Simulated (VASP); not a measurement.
# TiSi2 in VASP: single point with PBE+D3(BJ)+U

Aim: the single point of TiSi2 with PBE+D3(BJ)+U.

Program: VASP 6.6.1. These are calculated values, not measurements. Logs are shortened: lines on timing, memory, paths and dates and some standing lists are left out, and cuts for length are marked.

### Step 1. The cell of the first run

The cell holds a slab with vacuum, 9 atoms: a = 4.704 Å, b = 4.704 Å, c = 21.231 Å, α = 90.00°, β = 90.00°, γ = 119.56°.

### Step 2. Single point, PBE+D3(BJ)+U

INCAR

```
  ALGO = Normal
  DIPOL = 0.5 0.5 0.502
  EDIFF = 1E-7
  ENCUT = 520
  GGA = PE
  IDIPOL = 3
  ISIF = 2
  ISMEAR = 0
  IVDW = 12
  LASPH = T
  LCHARG = F
  LDAU = T
  LDAUJ = 0 0
  LDAUL = 2 -1
  LDAUPRINT = 1
  LDAUTYPE = 2
  LDAUU = 1 0
  LDIPOL = T
  LMAXMIX = 4
  LREAL = F
  LWAVE = F
  NBANDS = 40
  NELM = 150
  PREC = Accurate
  SIGMA = 0.1
```

KPOINTS

```
k-points
0
Gamma
  7 7 1
```

POSCAR

```
TiSi2
1.0
    4.7035829146      0.0000000000      0.0000000000
   -2.3206826688      4.0912252670      0.0000000000
    0.0000000000      0.0000000000     21.2307305588
Ti Si
3 6
Direct
    0.0000000000      0.0000000000      0.4003630481
    0.0000000000      0.5000000000      0.5026441357
    0.5000000000      0.5000000000      0.6043620040
    0.3365450034      0.6634549966      0.4003630481
    0.6634549966      0.3365450034      0.4003630481
    0.6601472108      0.8387745703      0.5021185200
    0.3398527892      0.1612254297      0.5021185200
    0.8337166817      0.1574882971      0.6038355605
    0.1662833183      0.8425117029      0.6038355605
```

Potentials or basis: VASP PAW PBE potentials, release 64 (Ti_sv, Si).

Launch:

```bash
$ cat potpaw_PBE.64/Ti_sv/POTCAR potpaw_PBE.64/Si/POTCAR > POTCAR
$ mpirun -np 1 vasp_std > vasp.out
```

OUTCAR:

```text
EDIFF = 1E-7
   ENCUT = 520
   GGA = PE
   ISIF = 2
   ISMEAR = 0
   IVDW = 12
   LASPH = T
   LREAL = F
   NELM = 150
   PREC = Accurate
 IVDW          = 12

 ion  position               nearest neighbor table
   1  0.000  0.000  0.400-   7 2.57   6 2.57   5 2.71   4 2.71   5 2.71   4 2.71   4 2.74   5 2.74

   2  0.000  0.500  0.503-   8 2.57   9 2.57   4 2.57   5 2.57   7 2.70   6 2.70   6 2.71   7 2.71
                             7 2.76   6 2.76
   3  0.500  0.500  0.604-   7 2.58   6 2.58   8 2.69   9 2.69   9 2.73   8 2.73   8 2.75   9 2.75
[... 5 lines left out ...]
   6  0.660  0.839  0.502-   8 2.52   4 2.53   1 2.57   3 2.58   7 2.61   2 2.70   2 2.71   2 2.76
                             7 2.77   7 2.78
   7  0.340  0.161  0.502-   9 2.52   5 2.53   1 2.57   3 2.58   6 2.61   2 2.70   2 2.71   2 2.76
                             6 2.77   6 2.78
   8  0.834  0.157  0.604-   6 2.52   2 2.57   9 2.63   3 2.69   3 2.73   9 2.73   3 2.75   9 2.80

   9  0.166  0.843  0.604-   7 2.52   2 2.57   8 2.63   3 2.69   3 2.73   8 2.73   3 2.75   8 2.80

  LATTYP: Found a base centered orthorhombic cell.
 ALAT       =     4.7345895035
 B/A-ratio  =     1.7169100025
 C/A-ratio  =     4.4841755643

  Lattice vectors:

 A1 = (   4.7035829146,   0.0000000000,   0.0000000000)
 A2 = (  -2.3206826688,   4.0912252670,   0.0000000000)
 A3 = (   0.0000000000,   0.0000000000,  21.2307305588)

Analysis of symmetry for initial positions (statically):
=====================================================================
 Subroutine PRICEL returns:
 Original cell was already a primitive cell.

 Routine SETGRP: Setting up the symmetry group for a
 base centered orthorhombic supercell.

 Subroutine GETGRP returns: Found  2 space group operations
 (whereof  2 operations were pure point group operations)
 out of a pool of  8 trial point group operations.

The static configuration has the point symmetry C_2 .

Analysis of symmetry for dynamics (positions and initial velocities):
=====================================================================
 Subroutine PRICEL returns:
 Original cell was already a primitive cell.

 Routine SETGRP: Setting up the symmetry group for a
 base centered orthorhombic supercell.

 Subroutine GETGRP returns: Found  2 space group operations
 (whereof  2 operations were pure point group operations)
 out of a pool of  8 trial point group operations.

The dynamic configuration has the point symmetry C_2 .

 Subroutine INISYM returns: Found  2 space group operations
 (whereof  2 operations are pure point group operations),
 and found     1 'primitive' translations

----------------------------------------------------------------------------------------

                                     Primitive cell

  volume of cell :     408.5518

  direct lattice vectors                    reciprocal lattice vectors
     4.703582915  0.000000000  0.000000000     0.212603885  0.120596183  0.000000000
    -2.320682669  4.091225267  0.000000000     0.000000000  0.244425553  0.000000000
     0.000000000  0.000000000 21.230730559     0.000000000  0.000000000  0.047101535

  length of vectors
     4.703582915  4.703582915 21.230730559     0.244425553  0.244425553  0.047101535

  position of ions in fractional coordinates (direct lattice)
     0.000000000  0.000000000  0.400363048
     1.000000000  0.500000000  0.502644136
     0.500000000  0.500000000  0.604362004
     0.336545003  0.663454997  0.400363048
     0.663454997  0.336545003  0.400363048
     0.660147211  0.838774570  0.502118520
     0.339852789  0.161225430  0.502118520
     0.833716682  0.157488297  0.603835561
     0.166283318  0.842511703  0.603835561

  ion indices of the primitive-cell ions
   primitive index   ion index
                 1           1
                 2           2
[... 74 lines left out ...]
   LSORBIT =      F    spin-orbit coupling
   LASPH  =      T    aspherical Exc in radial PAW
   ENCUT  =  520.0 eV  38.22 Ry    6.18 a.u.   8.75  8.75 39.48*2*pi/ulx,y,z
   NELM   =    150;   NELMIN=  2; NELMDL= -5     # of ELM steps
   EDIFF  = 0.1E-06   stopping-criterion for ELM
   LREAL  =      F    real-space projection
   EDIFFG = 0.1E-05   stopping-criterion for IOM
   NSW    =      0    number of steps for IOM
   IBRION =     -1    ionic relax: 0-MD 1-quasi-New 2-CG
   NFREE  =      0    steps in history (QN), initial steepest desc. (CG)
   ISIF   =      2    stress and relaxation
   ISYM   =      2    0-nonsym 1-usesym 2-fastsym
   POTIM  = 0.5000    time-step for ionic-motion
   TEBEG  =    0.0;   TEEND  =   0.0 temperature during run
   PSTRESS=    0.0 pullay stress
   NELECT =      60.0000    total number of electrons
   NUPDOWN=      -1.0000    fix difference up-down
   EMIN   =  10.00;   EMAX   =-10.00  energy-range for DOS
   EFERMI =   0.00;   METHOD = LEGACY
   ISMEAR =     0;   SIGMA  =   0.10  broadening in eV -4-tet -1-fermi 0-gaus
   EFERMI_NEDOS =   21; number of points for ismear=-14 and -15
   IALGO  =     38    algorithm
   IMIX   =      4    mixing-type and parameters
     AMIX     =   0.40;   BMIX     =  1.00
     AMIX_MAG =   1.60;   BMIX_MAG =  1.00
  volume/ion in A,a.u.               =      45.39       306.34
  Fermi-wavevector in a.u.,A,eV,Ry     =   0.863726  1.632206 10.150264  0.746023
  Thomas-Fermi vector in A             =   1.981719
   LORBIT       =      0    0 simple, 1 ext, 2 COOP (PROOUT), +10 PAW based schemes
 LDA+U is selected, type is set to LDAUTYPE =  2
   angular momentum for each species LDAUL =     2   -1
   U (eV)           for each species LDAUU =   1.0  0.0
   J (eV)           for each species LDAUJ =   0.0  0.0
   GGA     = PE    functional components
   LHFCALC =     F    Hartree Fock is set to
   AEXX    =    0.0000 exact exchange contribution
   IVDW    =    12    specifies the selected vdW correction
   LEPSILON=     F    determine dielectric tensor
   LRPA    =     F    only Hartree local field effects (RPA)
 non-spin polarized calculation
 Gauss-broadening in eV      SIGMA  =   0.10
  energy-cutoff  :      520.00
  volume of cell :      408.55
 maximum number of plane-waves:     11017
   NGX = 17   NGY = 17   NGZ = 79

 dipolmoment           0.000000      0.000000      0.009526 electrons x Angstroem

atom =   1  type =  1  l = 2

 onsite density matrix

spin component  1
[... 83 lines left out ...]
  o =  0.1755  v = -0.0000 -0.9554 -0.0000 -0.2952  0.0000  0.0000  0.0000  0.0000  0.0000  0.0000      0.0000  0.0000  0.0000  0.0000  0.0000  0.0000  0.0000  0.0000  0.0000  0.0000
  o =  0.1755  v =  0.0000  0.0000  0.0000  0.0000  0.0000 -0.0000 -0.9554 -0.0000 -0.2952  0.0000      0.0000  0.0000  0.0000  0.0000  0.0000  0.0000  0.0000  0.0000  0.0000  0.0000
  o =  0.1771  v = -0.0060  0.0000 -0.9986  0.0000  0.0518  0.0000  0.0000  0.0000  0.0000  0.0000      0.0000  0.0000  0.0000  0.0000  0.0000  0.0000  0.0000  0.0000  0.0000  0.0000
  o =  0.1771  v =  0.0000  0.0000  0.0000  0.0000  0.0000 -0.0060  0.0000 -0.9986  0.0000  0.0518      0.0000  0.0000  0.0000  0.0000  0.0000  0.0000  0.0000  0.0000  0.0000  0.0000
  o =  0.1846  v =  0.0000  0.2952 -0.0000 -0.9554 -0.0000  0.0000  0.0000  0.0000  0.0000  0.0000      0.0000  0.0000  0.0000  0.0000  0.0000  0.0000  0.0000  0.0000  0.0000  0.0000
  o =  0.1846  v =  0.0000  0.0000  0.0000  0.0000  0.0000  0.0000  0.2952 -0.0000 -0.9554 -0.0000      0.0000  0.0000  0.0000  0.0000  0.0000  0.0000  0.0000  0.0000  0.0000  0.0000
  o =  0.2010  v =  0.0000  0.0000  0.0000  0.0000  0.0000 -0.9885  0.0000  0.0138 -0.0000  0.1508      0.0000  0.0000  0.0000  0.0000  0.0000  0.0000  0.0000  0.0000  0.0000  0.0000
  o =  0.2010  v = -0.9885  0.0000  0.0138 -0.0000  0.1508  0.0000  0.0000  0.0000  0.0000  0.0000      0.0000  0.0000  0.0000  0.0000  0.0000  0.0000  0.0000  0.0000  0.0000  0.0000
  o =  0.2584  v =  0.0000  0.0000  0.0000  0.0000  0.0000 -0.1513 -0.0000 -0.0503  0.0000 -0.9872      0.0000  0.0000  0.0000  0.0000  0.0000  0.0000  0.0000  0.0000  0.0000  0.0000
  o =  0.2584  v = -0.1513 -0.0000 -0.0503  0.0000 -0.9872  0.0000  0.0000  0.0000  0.0000  0.0000      0.0000  0.0000  0.0000  0.0000  0.0000  0.0000  0.0000  0.0000  0.0000  0.0000

 number of electron      60.0000010 magnetization

 dipolmoment           0.000000      0.000000     -0.004918 electrons x Angstroem

 Free energy of the ion-electron system (eV)
  ---------------------------------------------------
  ext. energy  EPLUGINS =         0.00000000
  ---------------------------------------------------
  free energy    TOTEN  =       -54.11677037 eV

  energy without entropy =      -54.08499905  energy(sigma->0) =      -54.10088471

 E-fermi :   0.7385     XC(G=0):  -4.5394

 val. band max:        0.7365939657   @ k =   0.2857   0.2857   0.0000
 cond. band min:       0.7567619829   @ k =   0.1429   0.4286   0.0000
 fundamental gap:      0.0201680173
 Fermi energy:         0.7384759942

 k-point     1 :       0.0000    0.0000    0.0000
  band No.  band energies     occupation
      1     -56.4982      2.00000
      2     -56.4923      2.00000
      3     -56.0154      2.00000
      4     -32.9542      2.00000
      5     -32.9492      2.00000
      6     -32.7258      2.00000
[... 1021 lines left out ...]
     39       3.3360      0.00000
     40       3.6134      0.00000

 [... further k-points ...]

------------------------ aborting loop because EDIFF is reached ----------------------------------------

 vacuum level on the upper side and lower side of the slab       (xc-potential included)        -0.100        -0.062

 Edisp (eV)   -3.22454

 E8    (eV) :    -1.4719

  FORCE on cell =-STRESS in cart. coord.  units (eV):
  Direction    XX          YY          ZZ          XY          YZ          ZX
  --------------------------------------------------------------------------------------
  -------------------------------------------------------------------------------------
  Total      -8.35098    -7.88953     0.71973    -0.05531     0.00000     0.00000
  in kB     -32.74923   -30.93960     2.82249    -0.21690     0.00000     0.00000
  external pressure =      -20.29 kB  Pullay stress =        0.00 kB

 VOLUME and BASIS-vectors are now :
 -----------------------------------------------------------------------------
  energy-cutoff  :      520.00
  volume of cell :      408.55
      direct lattice vectors                 reciprocal lattice vectors
     4.703582915  0.000000000  0.000000000     0.212603885  0.120596183  0.000000000
    -2.320682669  4.091225267  0.000000000     0.000000000  0.244425553  0.000000000
     0.000000000  0.000000000 21.230730559     0.000000000  0.000000000  0.047101535

 POSITION                                       TOTAL-FORCE (eV/Angst)
 -----------------------------------------------------------------------------------
      0.00000      0.00000      8.50000        -0.000000      0.000000     -0.130442
     -1.16034      2.04561     10.67150         0.000000      0.000000      0.006246
      1.19145      2.04561     12.83105         0.000000      0.000000      0.064890
      0.04330      2.71434      8.50000         0.059394      0.007337     -0.023467
      2.33960      1.37688      8.50000        -0.059394     -0.007337     -0.023467
      1.15853      3.43162     10.66034        -0.033570      0.019253     -0.004608
      1.22437      0.65961     10.66034         0.033570     -0.019253     -0.004608
      3.55598      0.64432     12.81987         0.006229     -0.022772      0.057728
     -1.17307      3.44691     12.81987        -0.006229      0.022772      0.057728
 -----------------------------------------------------------------------------------
    total drift:                                0.000000      0.000000      0.000226

  FREE ENERGIE OF THE ION-ELECTRON SYSTEM (eV)
  ---------------------------------------------------
  free  energy   TOTEN  =       -57.3413101601 eV

  energy  without entropy=      -57.3095388382  energy(sigma->0) =      -57.32542450

 vacuum level on the upper side and lower side of the slab         4.419         4.458
```

Run time: 9.4 min. Hardware: 1 thread of Intel Xeon 6975P-C (Granite Rapids), shared host; peak memory 0.63 GiB.

Results:

```
Free energy                : -57.3413 eV
Largest force              : 0.130 eV/Å
Band gap on the k mesh     : zero (band 30 reaches 0.93 eV, above the bottom of band 31 at 0.38 eV)
Dispersion energy per atom : -0.358 eV
```

Forces in eV/Å, atoms in the order of the input:
```
Ti   0.000  0.000 -0.130
Ti   0.000  0.000  0.006
Ti   0.000  0.000  0.065
Si   0.059  0.007 -0.023
Si  -0.059 -0.007 -0.023
Si  -0.034  0.019 -0.005
Si   0.034 -0.019 -0.005
Si   0.006 -0.023  0.058
Si  -0.006  0.023  0.058
```

Eigenvalues of the final occupation matrices:
```csv
site,spin,trace,eigenvalues
site 1 d,1,1.00,0.18 0.18 0.18 0.21 0.25
site 1 d,2,1.00,0.18 0.18 0.18 0.21 0.25
site 2 d,1,1.02,0.17 0.20 0.21 0.21 0.22
site 2 d,2,1.02,0.17 0.20 0.21 0.21 0.22
site 3 d,1,1.00,0.18 0.18 0.18 0.20 0.26
site 3 d,2,1.00,0.18 0.18 0.18 0.20 0.26
```

Caveat: U without spin polarisation on a metal has little footing; the U is typed as a test and isn't derived for this compound.
